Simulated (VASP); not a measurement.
Input of a VASP 6.6.1 run:

The input INCAR:

```
SYSTEM = TaN
PREC = Accurate
ENCUT = 520
EDIFF = 1E-7
ISMEAR = 0
SIGMA = 0.15
LREAL = .False.
LASPH = .True.
NELM = 80
ALGO = Normal
ISIF = 2
LWAVE = .False.
LCHARG = .True.
GGA = PS
LELF = .True.
LVHAR = .True.
NBANDS = 15
```

The input KPOINTS:

```
regular mesh
0
Gamma
  21 21 18
  0 0 0
```

POSCAR

```
TaN
1.0
    2.8272866554      0.0000000000      0.0000000000
   -1.4136433277      2.4485020673      0.0000000000
    0.0000000000      0.0000000000      2.9477290669
Ta N
1 1
Direct
    0.3333333333      0.6666666667      0.5000000000
    0.0000000000      0.0000000000      0.0000000000
```

Potentials or basis: VASP PAW PBE potentials, release 64 (Ta_pv, N).

Command:

```console
$ cat potpaw_PBE.64/Ta_pv/POTCAR potpaw_PBE.64/N/POTCAR > POTCAR
$ mpirun -np 1 vasp_std > vasp.out
```

Task: Predict the pressure.

Result: 16.1 GPa.

Task: What does it give for the band gap on the k mesh?

Result: Zero (band 8 reaches 8.94 eV, above the bottom of band 9 at 8.46 eV).

Stress tensor (GPa, compression positive):
```
 29.36   0.00   0.00
  0.00  29.36   0.00
  0.00   0.00 -10.44
```

Caveat: the PAW data sets were made with another functional, which shifts forces and pressure a little; spin-orbit coupling is left out, which moves the levels of the heavy elements.
